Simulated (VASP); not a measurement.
# Zn (P6_3/mmc) in VASP: notebook

Runs on Zn. Level: PBE. Tasks: single point.

All numbers are computed with VASP 6.6.1; they aren't measurements. Logs are shortened: lines on timing, memory, paths and dates and some standing lists are left out, and cuts for length are marked.

## 1. The cell of the first run

It takes space group P6_3/mmc (No. 194, hexagonal). Conventional cell: a = 2.367 Å, b = 2.367 Å, c = 3.812 Å, α = 90.00°, β = 90.00°, γ = 120.00°. Zn (site symmetry -6m2) has 12 Zn at 2.35 to 2.37 Å within 3.1 Å.

## 2. Single point, PBE

Input file INCAR:

```
SYSTEM = Zn
ALGO     = Normal         ! electronic algorithm
EDIFF    = 1E-6           ! SCF threshold, eV
ENCUT    = 520            ! plane-wave cutoff, eV
GGA      = PE             ! functional
ISIF     = 2              ! what is computed and relaxed
ISMEAR   = -1             ! smearing method
LASPH    = .True.         ! aspherical terms in the spheres
LCHARG   = .False.        ! write CHGCAR
LREAL    = .False.        ! projectors in reciprocal space
LWAVE    = .False.        ! write WAVECAR
NBANDS   = 19             ! bands
NELM     = 100            ! most SCF steps
PREC     = Accurate       ! precision mode
SIGMA    = 0.1            ! smearing width, eV
```

Input file KPOINTS:

```
k-points
0
Gamma
  19 19 10
  0 0 0
```

Input file POSCAR:

```
Zn
1.0
    2.3672304724      0.0000000000      0.0000000000
   -1.1836152362      2.0500817257      0.0000000000
    0.0000000000      0.0000000000      3.8122023538
Zn
2
Direct
    0.3333333333      0.6666666667      0.2500000000
    0.6666666667      0.3333333333      0.7500000000
```

Potentials or basis: VASP PAW PBE potentials, release 64 (Zn).

Launch:

```
$ cat potpaw_PBE.64/Zn/POTCAR > POTCAR
$ mpirun -np 1 vasp_std > vasp.out
```

OUTCAR:

```text
SYSTEM = Zn
   EDIFF = 1E-6
   ENCUT = 520
   GGA = PE
   ISIF = 2
   ISMEAR = -1
   LASPH = .True.
   LREAL = .False.
   NELM = 100
   PREC = Accurate

 ion  position               nearest neighbor table
   1  0.333  0.667  0.250-   2 2.35   2 2.35   2 2.35   2 2.35   2 2.35   2 2.35
   2  0.667  0.333  0.750-   1 2.35   1 2.35   1 2.35   1 2.35   1 2.35   1 2.35

  LATTYP: Found a hexagonal cell.
 ALAT       =     2.3672304724
 C/A-ratio  =     1.6104060835

  Lattice vectors:

 A1 = (   2.3672304724,   0.0000000000,   0.0000000000)
 A2 = (  -1.1836152362,   2.0500817257,   0.0000000000)
 A3 = (   0.0000000000,   0.0000000000,   3.8122023538)

Analysis of symmetry for initial positions (statically):
=====================================================================
 Subroutine PRICEL returns:
 Original cell was already a primitive cell.

 Routine SETGRP: Setting up the symmetry group for a
 hexagonal supercell.

 Subroutine GETGRP returns: Found 24 space group operations
 (whereof 12 operations were pure point group operations)
 out of a pool of 24 trial point group operations.

The static configuration has the point symmetry D_3d.
 The point group associated with its full space group is D_6h.

Analysis of symmetry for dynamics (positions and initial velocities):
=====================================================================
 Subroutine PRICEL returns:
 Original cell was already a primitive cell.

 Routine SETGRP: Setting up the symmetry group for a
 hexagonal supercell.

 Subroutine GETGRP returns: Found 24 space group operations
 (whereof 12 operations were pure point group operations)
 out of a pool of 24 trial point group operations.

The dynamic configuration has the point symmetry D_3d.
 The point group associated with its full space group is D_6h.

 Subroutine INISYM returns: Found 24 space group operations
 (whereof 12 operations are pure point group operations),
 and found     1 'primitive' translations

----------------------------------------------------------------------------------------

                                     Primitive cell

  volume of cell :      18.5007

  direct lattice vectors                    reciprocal lattice vectors
     2.367230472  0.000000000  0.000000000     0.422434576  0.243892716  0.000000000
    -1.183615236  2.050081726  0.000000000     0.000000000  0.487785432  0.000000000
     0.000000000  0.000000000  3.812202354     0.000000000  0.000000000  0.262315561

  length of vectors
     2.367230472  2.367230472  3.812202354     0.487785432  0.487785432  0.262315561

  position of ions in fractional coordinates (direct lattice)
     0.333333333  0.666666667  0.250000000
     0.666666667  0.333333333  0.750000000

  ion indices of the primitive-cell ions
   primitive index   ion index
                 1           1
                 2           2

----------------------------------------------------------------------------------------

 KPOINTS: k-points

Automatic generation of k-mesh.
 Grid dimensions read from file:
 generate k-points for:   19   19   10

 Generating k-lattice:

  Cartesian coordinates                     Fractional coordinates (reciprocal lattice)
     0.022233399  0.012836459  0.000000000     0.052631579  0.000000000  0.000000000
     0.000000000  0.025672917  0.000000000     0.000000000  0.052631579  0.000000000
     0.000000000  0.000000000  0.026231556     0.000000000  0.000000000  0.100000000

  Length of vectors
     0.025672917  0.025672917  0.026231556

  Shift w.r.t. Gamma in fractional coordinates (k-lattice)
     0.000000000  0.000000000  0.000000000

 Subroutine IBZKPT returns following result:
 ===========================================

 Found    240 irreducible k-points:

 Following reciprocal coordinates:
            Coordinates               Weight
  0.000000  0.000000  0.000000      1.000000
  0.052632  0.000000  0.000000      6.000000
  0.105263  0.000000  0.000000      6.000000
  0.157895  0.000000  0.000000      6.000000
  0.210526  0.000000  0.000000      6.000000
  0.263158  0.000000  0.000000      6.000000
[... 16 lines left out ...]
  0.263158  0.105263  0.000000     12.000000
  0.315789  0.105263  0.000000     12.000000
 [... further k-points ...]
   k-points           NKPTS =    240   k-points in BZ     NKDIM =    240   number of bands    NBANDS=     19
   number of dos      NEDOS =    301   number of ions     NIONS =      2
   total plane-waves  NPLWV =   9072
   dimension x,y,z NGX =    18 NGY =   18 NGZ =   28
   dimension x,y,z NGXF=    36 NGYF=   36 NGZF=   56
   ions per type =               2
   NGX,Y,Z   is equivalent  to a cutoff of  12.64, 12.64, 12.21 a.u.
   NGXF,Y,Z  is equivalent  to a cutoff of  25.28, 25.28, 24.42 a.u.
 SYSTEM =  Zn
   PREC   = accura    normal or accurate (medium, high low for compatibility)
   ISTART =      0    job   : 0-new  1-cont  2-samecut
   ICHARG =      2    charge: 1-file 2-atom 10-const
   ISPIN  =      1    spin polarized calculation?
   LNONCOLLINEAR =      F non collinear calculations
   LSORBIT =      F    spin-orbit coupling
   LASPH  =      T    aspherical Exc in radial PAW
   ENCUT  =  520.0 eV  38.22 Ry    6.18 a.u.   4.40  4.40  7.09*2*pi/ulx,y,z
   NELM   =    100;   NELMIN=  2; NELMDL= -5     # of ELM steps
   EDIFF  = 0.1E-05   stopping-criterion for ELM
   LREAL  =      F    real-space projection
   EDIFFG = 0.1E-04   stopping-criterion for IOM
   NSW    =      0    number of steps for IOM
   IBRION =     -1    ionic relax: 0-MD 1-quasi-New 2-CG
   NFREE  =      0    steps in history (QN), initial steepest desc. (CG)
   ISIF   =      2    stress and relaxation
   ISYM   =      2    0-nonsym 1-usesym 2-fastsym
   POTIM  = 0.5000    time-step for ionic-motion
   TEBEG  =    0.0;   TEEND  =   0.0 temperature during run
   PSTRESS=    0.0 pullay stress
   NELECT =      24.0000    total number of electrons
   NUPDOWN=      -1.0000    fix difference up-down
   EMIN   =  10.00;   EMAX   =-10.00  energy-range for DOS
   EFERMI =   0.00;   METHOD = LEGACY
   ISMEAR =    -1;   SIGMA  =   0.10  broadening in eV -4-tet -1-fermi 0-gaus
   EFERMI_NEDOS =   21; number of points for ismear=-14 and -15
   IALGO  =     38    algorithm
   IMIX   =      4    mixing-type and parameters
     AMIX     =   0.40;   BMIX     =  1.00
     AMIX_MAG =   1.60;   BMIX_MAG =  1.00
  volume/ion in A,a.u.               =       9.25        62.42
  Fermi-wavevector in a.u.,A,eV,Ry     =   1.785457  3.374024 43.373416  3.187856
  Thomas-Fermi vector in A             =   2.849237
   LORBIT       =      0    0 simple, 1 ext, 2 COOP (PROOUT), +10 PAW based schemes
   GGA     = PE    functional components
   LHFCALC =     F    Hartree Fock is set to
   AEXX    =    0.0000 exact exchange contribution
   IVDW    =     0    specifies the selected vdW correction
   LEPSILON=     F    determine dielectric tensor
   LRPA    =     F    only Hartree local field effects (RPA)
 non-spin polarized calculation
  energy-cutoff  :      520.00
  volume of cell :       18.50
 maximum number of plane-waves:       527
 NGX is ok and might be reduce to    18
   NGX =  9   NGY =  9   NGZ = 15

 number of electron      23.9999960 magnetization

 Free energy of the ion-electron system (eV)
  ---------------------------------------------------
  ext. energy  EPLUGINS =         0.00000000
  ---------------------------------------------------
  free energy    TOTEN  =         0.49486457 eV

  energy without entropy =        0.49947044  energy(sigma->0) =        0.49716750

 E-fermi :   8.4627     XC(G=0): -14.4391

 val. band max:        8.4034628890   @ k =   0.2105   0.0000   0.0000
 cond. band min:       8.4758260157   @ k =   0.3684   0.0000   0.0000
 fundamental gap:      0.0723631266
 Fermi energy:         8.4626955869

 k-point     1 :       0.0000    0.0000    0.0000
  band No.  band energies     occupation
      1      -7.5259      2.00000
      2      -3.8558      2.00000
      3      -1.8969      2.00000
      4      -1.8733      2.00000
      5      -1.8733      2.00000
      6      -1.6332      2.00000
[... 11 lines left out ...]
     18      30.7349      0.00000
     19      31.8369      0.00000

 k-point     2 :       0.0526    0.0000    0.0000
  band No.  band energies     occupation
      1      -7.4212      2.00000
      2      -3.8051      2.00000
      3      -1.9894      2.00000
      4      -1.8360      2.00000
      5      -1.7876      2.00000
      6      -1.6483      2.00000
[... 11 lines left out ...]
     18      32.1687      0.00000
     19      32.8699      0.00000

 k-point     3 :       0.1053    0.0000    0.0000
  band No.  band energies     occupation
      1      -7.1109      2.00000
      2      -3.6639      2.00000
      3      -2.1082      2.00000
      4      -1.7271      2.00000
      5      -1.7215      2.00000
      6      -1.6478      2.00000
[... 11 lines left out ...]
     18      32.7866      0.00000
     19      33.4136      0.00000

 k-point     4 :       0.1579    0.0000    0.0000
  band No.  band energies     occupation
      1      -6.6080      2.00000
      2      -3.4687      2.00000
      3      -2.2319      2.00000
      4      -1.8160      2.00000
      5      -1.7718      2.00000
      6      -1.5556      2.00000
[... 11 lines left out ...]
     18      31.6774      0.00000
     19      32.9682      0.00000

 k-point     5 :       0.2105    0.0000    0.0000
  band No.  band energies     occupation
      1      -5.9406      2.00000
      2      -3.2912      2.00000
      3      -2.3186      2.00000
      4      -2.1875      2.00000
      5      -1.8212      2.00000
      6      -1.6467      2.00000
[... 11 lines left out ...]
     18      29.4043      0.00000
     19      32.0694      0.00000

 k-point     6 :       0.2632    0.0000    0.0000
  band No.  band energies     occupation
      1      -5.1692      2.00000
      2      -3.2235      2.00000
      3      -2.5397      2.00000
      4      -2.3037      2.00000
      5      -1.8211      2.00000
      6      -1.7505      2.00000
[... 11 lines left out ...]
     18      27.6218      0.00000
     19      31.0699      0.00000

 k-point     7 :       0.3158    0.0000    0.0000
  band No.  band energies     occupation
      1      -4.4210      2.00000
      2      -3.2759      2.00000
      3      -2.8336      2.00000
      4      -2.1567      2.00000
      5      -1.8460      2.00000
      6      -1.7519      2.00000
[... 11 lines left out ...]
     18      26.6401      0.00000
     19      30.2028      0.00000

 k-point     8 :       0.3684    0.0000    0.0000
  band No.  band energies     occupation
      1      -3.8876      2.00000
      2      -3.3726      2.00000
      3      -3.0570      2.00000
      4      -1.9249      2.00000
      5      -1.8800      2.00000
      6      -1.6483      2.00000
[... 256 lines left out ...]
 k-point    20 :       0.1053    0.1053    0.0000
  band No.  band energies     occupation
      1      -6.3135      2.00000
      2      -3.3581      2.00000
      3      -2.3243      2.00000
      4      -1.9471      2.00000
      5      -1.7708      2.00000
      6      -1.6704      2.00000
[... 11 lines left out ...]
     18      29.8881      0.00000
     19      30.2783      0.00000

 k-point    21 :       0.1579    0.1053    0.0000
  band No.  band energies     occupation
      1      -5.6604      2.00000
      2      -3.1807      2.00000
      3      -2.4457      2.00000
      4      -2.2785      2.00000
      5      -1.8032      2.00000
      6      -1.7810      2.00000
[... 11 lines left out ...]
     18      28.5797      0.00000
     19      30.0045      0.00000

 k-point    22 :       0.2105    0.1053    0.0000
  band No.  band energies     occupation
      1      -4.9074      2.00000
      2      -3.0983      2.00000
      3      -2.5903      2.00000
      4      -2.4846      2.00000
      5      -1.8762      2.00000
      6      -1.7947      2.00000
[... 11 lines left out ...]
     18      27.6304      0.00000
     19      29.2383      0.00000

 k-point    23 :       0.2632    0.1053    0.0000
  band No.  band energies     occupation
      1      -4.1813      2.00000
      2      -3.1513      2.00000
      3      -2.8521      2.00000
      4      -2.3775      2.00000
      5      -1.9516      2.00000
      6      -1.7262      2.00000
[... 11 lines left out ...]
     18      26.8624      0.00000
     19      28.4241      0.00000

 k-point    24 :       0.3158    0.1053    0.0000
  band No.  band energies     occupation
      1      -3.6765      2.00000
      2      -3.2546      2.00000
      3      -3.0524      2.00000
      4      -2.1331      2.00000
      5      -2.0038      2.00000
      6      -1.6317      2.00000
[... 11 lines left out ...]
     18      26.2803      0.00000
     19      27.7532      0.00000

 [... further k-points ...]
[... 5 lines left out ...]
  --------------------------------------------------------------------------------------
  -------------------------------------------------------------------------------------
  Total       14.1031240     14.1031240     14.0987875      0.0000000      0.0000000     -0.0000000
  in kB     1221.3446754   1221.3446753   1220.9691337      0.0000000      0.0000000     -0.0000000
  external PRESSURE =    1221.2194948 kB  Pullay stress =       0.0000000 kB

 VOLUME and BASIS-vectors are now :
 -----------------------------------------------------------------------------
  energy-cutoff  :      520.00
  volume of cell :       18.50
      direct lattice vectors                 reciprocal lattice vectors
     2.367230472  0.000000000  0.000000000     0.422434576  0.243892716  0.000000000
    -1.183615236  2.050081726  0.000000000     0.000000000  0.487785432  0.000000000
     0.000000000  0.000000000  3.812202354     0.000000000  0.000000000  0.262315561

 POSITION                                       TOTAL-FORCE (eV/Angst)
 -----------------------------------------------------------------------------------
     -0.00000      1.36672      0.95305        -0.000000     -0.000000     -0.000000
      1.18362      0.68336      2.85915         0.000000      0.000000      0.000000
 -----------------------------------------------------------------------------------
    total drift:                               -0.000000      0.000000      0.000000

  FREE ENERGIE OF THE ION-ELECTRON SYSTEM (eV)
  ---------------------------------------------------
  free  energy   TOTEN  =         0.4948645662 eV

  energy  without entropy=        0.4994704355  energy(sigma->0) =        0.49716750
```

Wall time 45 s (1 thread of Intel Xeon Platinum 8375C at 2.90GHz (Ice Lake), shared host); peak memory 0.17 GiB.

What came out:

```yaml
Free_energy: 0.4949 eV
Pressure: 122.1 GPa
Band_gap_on_the_k_mesh: zero (band 12 reaches 9.74 eV, above the bottom of band 13 at 7.56 eV)
```

Levels at points of the mesh, in eV from the Fermi level:
```tsv
k point	band 10	band 11	band 12	band 13	band 14	band 15
(0.00, 0.00, 0.00)	-8.93	-8.93	-6.13	-0.71	20.14	20.53
(0.00, 0.00, 0.50)	-9.19	-9.19	-9.19	9.99	9.99	21.05
```

## 3. Single point, PBE

Input file INCAR:

```
ALGO = Normal
EDIFF = 1E-7
ENCUT = 520
GGA = PE
ISIF = 2
ISMEAR = -1
LASPH = T
LCHARG = T
LELF = T
LREAL = F
LVHAR = T
LWAVE = F
NBANDS = 19
NELM = 60
PREC = Accurate
SIGMA = 0.1
```

Input file KPOINTS:

```
k-points
0
Gamma
  19 19 10
```

Input file POSCAR:

```
Zn
1.0
    2.3672296864      0.0000000000      0.0000000000
   -1.1836148432      2.0500810450      0.0000000000
    0.0000000000      0.0000000000      3.8120215322
Zn
2
Direct
    0.3333333333      0.6666666667      0.2500000000
    0.6666666667      0.3333333333      0.7500000000
```

Potentials or basis: VASP PAW PBE potentials, release 64 (Zn).

Launch:

```
$ cat potpaw_PBE.64/Zn/POTCAR > POTCAR
$ mpirun -np 1 vasp_std > vasp.out
```

It took 51 s on 1 thread of Intel Xeon Platinum 8375C at 2.90GHz (Ice Lake), shared host; peak memory 0.18 GiB.

Results (log left out):

| Property | Result |
| --- | --- |
| Free energy | 0.4955 eV |
| Pressure | 122.2 GPa |
| Band gap on the k mesh | zero (band 12 reaches 9.74 eV, above the bottom of band 13 at 7.56 eV) |

Levels at points of the mesh, in eV from the Fermi level:
```csv
k point,band 8,band 9,band 10,band 11,band 12,band 13,band 14,band 15,band 16,band 17
"(0.00, 0.00, 0.00)",-9.84,-9.84,-8.93,-8.93,-6.13,-0.71,20.14,20.53,20.53,22.27
"(0.00, 0.00, 0.50)",-10.40,-9.19,-9.19,-9.19,-9.19,9.99,9.99,21.05,21.05,22.90
```

## 4. Single point, PBE

Input file INCAR:

```
SYSTEM = Zn
PREC     = Accurate       ! precision mode
ENCUT    = 520            ! plane-wave cutoff, eV
EDIFF    = 1E-6           ! SCF threshold, eV
ISMEAR   = -1             ! smearing method
SIGMA    = 0.1            ! smearing width, eV
LREAL    = .FALSE.        ! projectors in reciprocal space
LASPH    = .TRUE.         ! aspherical terms in the spheres
NELM     = 80             ! most SCF steps
ALGO     = Normal         ! electronic algorithm
ISIF     = 2              ! what is computed and relaxed
LWAVE    = .FALSE.        ! write WAVECAR
LCHARG   = .TRUE.         ! write CHGCAR
GGA      = PE             ! functional
LELF     = .TRUE.         ! ELF
LVHAR    = .TRUE.       
NBANDS   = 19             ! bands
```

Input file KPOINTS:

```
regular mesh
0
G
  19 19 10
  0 0 0
```

Input file POSCAR:

```
Zn
1.0
    2.3672304731      0.0000000000      0.0000000000
   -1.1836152365      2.0500817263      0.0000000000
    0.0000000000      0.0000000000      3.8122023524
Zn
2
Direct
    0.3333333333      0.6666666667      0.2500000000
    0.6666666667      0.3333333333      0.7500000000
```

Launch:

```
$ cat potpaw_PBE.64/Zn/POTCAR > POTCAR
$ mpirun -np 1 vasp_std > vasp.out
```

Run time: 39 s. Hardware: 1 thread of Intel Xeon 6975P-C, shared host; peak memory 0.18 GiB.

The run converged. Its results:

```
Free energy            : 0.4949 eV
Pressure               : 122.1 GPa
Band gap on the k mesh : zero (band 12 reaches 9.74 eV, above the bottom of band 13 at 7.56 eV)
```

Levels at points of the mesh, in eV from the Fermi level:
```tsv
k point	band 8	band 9	band 10	band 11	band 12	band 13	band 14	band 15	band 16	band 17
(0.00, 0.00, 0.00)	-9.84	-9.84	-8.93	-8.93	-6.13	-0.71	20.14	20.53	20.53	22.27
(0.00, 0.00, 0.50)	-10.40	-9.19	-9.19	-9.19	-9.19	9.99	9.99	21.05	21.05	22.90
```

## 5. Single point, PBE

Input file INCAR:

```
SYSTEM = Zn
ALGO = Normal
EDIFF = 1E-6
ENCUT = 520
GGA = PE
ISIF = 2
ISMEAR = -1
LASPH = .TRUE.
LCHARG = .TRUE.
LELF = .TRUE.
LREAL = .FALSE.
LVHAR = .TRUE.
LWAVE = .FALSE.
NBANDS = 19
NELM = 100
PREC = Accurate
SIGMA = 0.1
```

Input file KPOINTS:

```
k-points
0
G
  19 19 10
  0 0 0
```

Input file POSCAR:

```
Zn
1.0
    2.3672296851      0.0000000000      0.0000000000
   -1.1836148425      2.0500810439      0.0000000000
    0.0000000000      0.0000000000      3.8120215336
Zn
2
Direct
    0.3333333333      0.6666666667      0.2500000000
    0.6666666667      0.3333333333      0.7500000000
```

Launch:

```
$ cat potpaw_PBE.64/Zn/POTCAR > POTCAR
$ mpirun -np 1 vasp_std > vasp.out
```

Wall time 41 s (1 thread of Intel Xeon 6975P-C, shared host); peak memory 0.18 GiB.

The run converged. Its results:

| Item | Value |
| --- | --- |
| Free energy | 0.4955 eV |
| Pressure | 122.1 GPa |
| Band gap on the k mesh | zero (band 12 reaches 9.74 eV, above the bottom of band 13 at 7.56 eV) |

Levels at points of the mesh, in eV from the Fermi level:
| k point | band 9 | band 10 | band 11 | band 12 | band 13 | band 14 | band 15 | band 16 |
| --- | --- | --- | --- | --- | --- | --- | --- | --- |
| (0.00, 0.00, 0.00) | -9.84 | -8.93 | -8.93 | -6.13 | -0.71 | 20.14 | 20.53 | 20.53 |
| (0.00, 0.00, 0.50) | -9.19 | -9.19 | -9.19 | -9.19 | 9.99 | 9.99 | 21.05 | 21.05 |
